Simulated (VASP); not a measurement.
# Ti (I4/mmm) in VASP: notebook, part 2 of 2

VASP 6.6.1.

## Step 3: Electric field gradients, LDA (equal xx and yy strain of +1 %)

INCAR reads:

```
SYSTEM = Ti
PREC = Accurate
ENCUT = 520
EDIFF = 1E-8
ISMEAR = -1
SIGMA = 0.05
LREAL = .FALSE.
LASPH = .TRUE.
NELM = 60
ALGO = Normal
ISIF = 2
LWAVE = .FALSE.
LCHARG = .FALSE.
GGA = CA
LEFG = .TRUE.
NBANDS = 12
```

KPOINTS reads:

```
regular mesh
0
G
  14 14 14
  0 0 0
```

POSCAR reads:

```
Ti
1.0
    0.0000000000      2.0503000000      2.0300000000
    2.0503000000      0.0000000000      2.0300000000
    2.0503000000      2.0503000000      0.0000000000
Ti
1
Direct
    0.0000000000      0.0000000000      0.0000000000
```

Potentials or basis: VASP PAW LDA potentials, release 64 (Ti_sv).

Run with:

```console
$ cat potpaw_LDA.64/Ti_sv/POTCAR > POTCAR
$ mpirun -np 1 vasp_std > vasp.out
```

OUTCAR:

```text
SYSTEM = Ti
   PREC = Accurate
   ENCUT = 520
   EDIFF = 1E-8
   ISMEAR = -1
   LREAL = .FALSE.
   LASPH = .TRUE.
   NELM = 60
   ISIF = 2
   GGA = CA

 ion  position               nearest neighbor table
   1  0.000  0.000  0.000-

  LATTYP: Found a body centered tetragonal cell.
 ALAT       =     2.8995620669
 C/A-ratio  =     1.4002114479

  Lattice vectors:

 A1 = (   0.0000000000,  -2.0503000000,  -2.0300000000)
 A2 = (   0.0000000000,   2.0503000000,  -2.0300000000)
 A3 = (   2.0503000000,   0.0000000000,   2.0300000000)

Analysis of symmetry for initial positions (statically):
=====================================================================
 Subroutine PRICEL returns:
 Original cell was already a primitive cell.

 Routine SETGRP: Setting up the symmetry group for a
 body centered tetragonal supercell.

 Subroutine GETGRP returns: Found 16 space group operations
 (whereof 16 operations were pure point group operations)
 out of a pool of 16 trial point group operations.

The static configuration has the point symmetry D_4h.

Analysis of symmetry for dynamics (positions and initial velocities):
=====================================================================
 Subroutine PRICEL returns:
 Original cell was already a primitive cell.

 Routine SETGRP: Setting up the symmetry group for a
 body centered tetragonal supercell.

 Subroutine GETGRP returns: Found 16 space group operations
 (whereof 16 operations were pure point group operations)
 out of a pool of 16 trial point group operations.

The dynamic configuration has the point symmetry D_4h.

 Subroutine INISYM returns: Found 16 space group operations
 (whereof 16 operations are pure point group operations),
 and found     1 'primitive' translations

----------------------------------------------------------------------------------------

                                     Primitive cell

  volume of cell :      17.0671

  direct lattice vectors                    reciprocal lattice vectors
     0.000000000  2.050300000  2.030000000    -0.243866751  0.243866751  0.246305419
     2.050300000  0.000000000  2.030000000     0.243866751 -0.243866751  0.246305419
     2.050300000  2.050300000  0.000000000     0.243866751  0.243866751 -0.246305419

  length of vectors
     2.885243506  2.885243506  2.899562067     0.423802246  0.423802246  0.423802246

  position of ions in fractional coordinates (direct lattice)
     0.000000000  0.000000000  0.000000000

  ion indices of the primitive-cell ions
   primitive index   ion index
                 1           1

----------------------------------------------------------------------------------------

 KPOINTS: regular mesh

Automatic generation of k-mesh.
 Grid dimensions read from file:
 generate k-points for:   14   14   14

 Generating k-lattice:

  Cartesian coordinates                     Fractional coordinates (reciprocal lattice)
    -0.017419054  0.017419054  0.017593244     0.071428571 -0.000000000  0.000000000
     0.017419054 -0.017419054  0.017593244    -0.000000000  0.071428571  0.000000000
     0.017419054  0.017419054 -0.017593244     0.000000000  0.000000000  0.071428571

[... 66 lines left out ...]
   PSTRESS=    0.0 pullay stress
   NELECT =      12.0000    total number of electrons
   NUPDOWN=      -1.0000    fix difference up-down
   EMIN   =  10.00;   EMAX   =-10.00  energy-range for DOS
   EFERMI =   0.00;   METHOD = LEGACY
   ISMEAR =    -1;   SIGMA  =   0.05  broadening in eV -4-tet -1-fermi 0-gaus
   EFERMI_NEDOS =   21; number of points for ismear=-14 and -15
   IALGO  =     38    algorithm
   IMIX   =      4    mixing-type and parameters
     AMIX     =   0.40;   BMIX     =  1.00
     AMIX_MAG =   1.60;   BMIX_MAG =  1.00
  volume/ion in A,a.u.               =      17.07       115.17
  Fermi-wavevector in a.u.,A,eV,Ry     =   1.455733  2.750936 28.832889  2.119158
  Thomas-Fermi vector in A             =   2.572733
   LORBIT       =      0    0 simple, 1 ext, 2 COOP (PROOUT), +10 PAW based schemes
   GGA     = CA    functional components
   LHFCALC =     F    Hartree Fock is set to
   AEXX    =    0.0000 exact exchange contribution
   IVDW    =     0    specifies the selected vdW correction
   LEPSILON=     F    determine dielectric tensor
   LRPA    =     F    only Hartree local field effects (RPA)
 non-spin polarized calculation
  energy-cutoff  :      520.00
  volume of cell :       17.07
 maximum number of plane-waves:       475
 NGX is ok and might be reduce to    24
   NGX = 11   NGY = 11   NGZ = 11

 number of electron      12.0000003 magnetization

 Free energy of the ion-electron system (eV)
  ---------------------------------------------------
  ext. energy  EPLUGINS =         0.00000000
  ---------------------------------------------------
  free energy    TOTEN  =        -8.48085691 eV

  energy without entropy =       -8.46557344  energy(sigma->0) =       -8.47321518

 E-fermi :   8.1652     XC(G=0): -11.8685

 val. band max:        8.1619838064   @ k =  -0.2857   0.1429   0.4286
 cond. band min:       8.1672715876   @ k =  -0.2143   0.2857   0.1429
 fundamental gap:      0.0052877812
 Fermi energy:         8.1652120825

 k-point     1 :       0.0000    0.0000    0.0000
  band No.  band energies     occupation
      1     -47.8217      2.00000
      2     -24.0301      2.00000
      3     -24.0301      2.00000
      4     -24.0284      2.00000
      5       2.1120      2.00000
      6       8.9976      0.00000
      7       8.9976      0.00000
      8       9.0776      0.00000
      9      10.6211      0.00000
     10      10.7134      0.00000
     11      23.6157      0.00000
     12      28.0113      0.00000
[... 331 lines left out ...]
 k-point    24 :       0.2857    0.1429    0.0000
  band No.  band energies     occupation
      1     -47.7387      2.00000
      2     -24.3988      2.00000
      3     -24.1299      2.00000
      4     -24.1182      2.00000
      5       4.2747      2.00000
      6       7.8878      1.99224
      7       9.1987      0.00000
      8       9.6387      0.00000
      9      10.4460      0.00000
     10      11.1719      0.00000
     11      21.9431      0.00000
     12      24.4899      0.00000

 [... further k-points ...]
[... 5 lines left out ...]
  --------------------------------------------------------------------------------------
  -------------------------------------------------------------------------------------
  Total       -0.7534874     -0.7534874     -0.7266967      0.0000000      0.0000000      0.0000000
  in kB      -70.7335899    -70.7335899    -68.2186142      0.0000000      0.0000000      0.0000000
  external PRESSURE =     -69.8952646 kB  Pullay stress =       0.0000000 kB

 VOLUME and BASIS-vectors are now :
 -----------------------------------------------------------------------------
  energy-cutoff  :      520.00
  volume of cell :       17.07
      direct lattice vectors                 reciprocal lattice vectors
     0.000000000  2.050300000  2.030000000    -0.243866751  0.243866751  0.246305419
     2.050300000  0.000000000  2.030000000     0.243866751 -0.243866751  0.246305419
     2.050300000  2.050300000  0.000000000     0.243866751  0.243866751 -0.246305419

 POSITION                                       TOTAL-FORCE (eV/Angst)
 -----------------------------------------------------------------------------------
      0.00000      0.00000      0.00000         0.000000      0.000000      0.000000
 -----------------------------------------------------------------------------------
    total drift:                                0.000000     -0.000000     -0.000000

  FREE ENERGIE OF THE ION-ELECTRON SYSTEM (eV)
  ---------------------------------------------------
  free  energy   TOTEN  =        -8.4808569094 eV

  energy  without entropy=       -8.4655734428  energy(sigma->0) =       -8.47321518

 Electric field gradients (V/A^2)
---------------------------------------------------------------------
 ion       V_xx      V_yy      V_zz      V_xy      V_xz      V_yz
---------------------------------------------------------------------
   1      -0.513    -0.513     1.026    -0.000    -0.000    -0.000
---------------------------------------------------------------------

 Electric field gradients after diagonalization (V/A^2)
 (convention: |V_zz| > |V_xx| > |V_yy|)
----------------------------------------------------------------------
 ion       V_xx      V_yy      V_zz     asymmetry (V_yy - V_xx)/ V_zz
----------------------------------------------------------------------
   1      -0.513    -0.513     1.026       0.000
----------------------------------------------------------------------

           NMR quadrupolar parameters

 Cq : quadrupolar parameter    Cq=e*Q*V_zz/h
 eta: asymmetry parameters     (V_yy - V_xx)/ V_zz
 Q  : nuclear electric quadrupole moment in mb (millibarn)
----------------------------------------------------------------------
 ion       Cq(MHz)       eta       Q (mb)
----------------------------------------------------------------------
   1       0.002       0.000       1.000
----------------------------------------------------------------------
```

stdout:

```text
POSCAR found type information on POSCAR Ti
 POSCAR found :  1 types and       1 ions
 scaLAPACK will be used
 LDA part: xc-table for (Slater(with rela. corr.)+CA(PZ))
 , standard interpolation
 POSCAR, INCAR and KPOINTS ok, starting setup
 FFT: planning ... GRIDC
 FFT: planning ... GRID_SOFT
 FFT: planning ... GRID
 WAVECAR not read
 entering main loop
ion   1
```

It took 47 s on 1 thread of Intel Xeon Platinum 8375C at 2.90GHz (Ice Lake), shared host; peak memory 0.16 GiB.

What came out:

* Free energy: -8.4809 eV
* Pressure: -7.0 GPa
* Band gap on the k mesh: zero (bands 6 and 7 overlap by 1.26 eV)
* Largest electric field gradient by atom: Ti +1.0 V/Å²

Stress tensor (GPa, compression positive):
```
-7.07  0.00  0.00
 0.00 -7.07  0.00
 0.00  0.00 -6.82
```

Levels at points of the mesh, in eV from the Fermi level:
```csv
k point,band 3,band 4,band 5,band 6,band 7,band 8,band 9,band 10
"(0.00, 0.00, 0.00)",-32.20,-32.19,-6.05,0.83,0.83,0.91,2.46,2.55
"(0.50, 0.00, 0.00)",-32.29,-32.28,-2.62,0.68,0.77,0.79,3.61,3.65
"(0.50, 0.50, 0.00)",-32.46,-32.46,-2.63,-1.78,3.12,3.60,3.93,3.93
"(0.50, 0.00, 0.50)",-32.45,-32.44,-2.64,-1.76,2.94,3.60,3.90,3.96
```

Electric field gradients, principal values (V/Å²):
| atom | least | middle | greatest (by size) |
| --- | --- | --- | --- |
| 1 Ti | -0.513 | -0.513 | 1.026 |

Caveat: the cell differs from its parent crystal (equal xx and yy strain of +1 %); the cell stands under tension; without QUAD_EFG the Cq values of the log hold for a quadrupole moment of 1 mb, not for the nuclei.
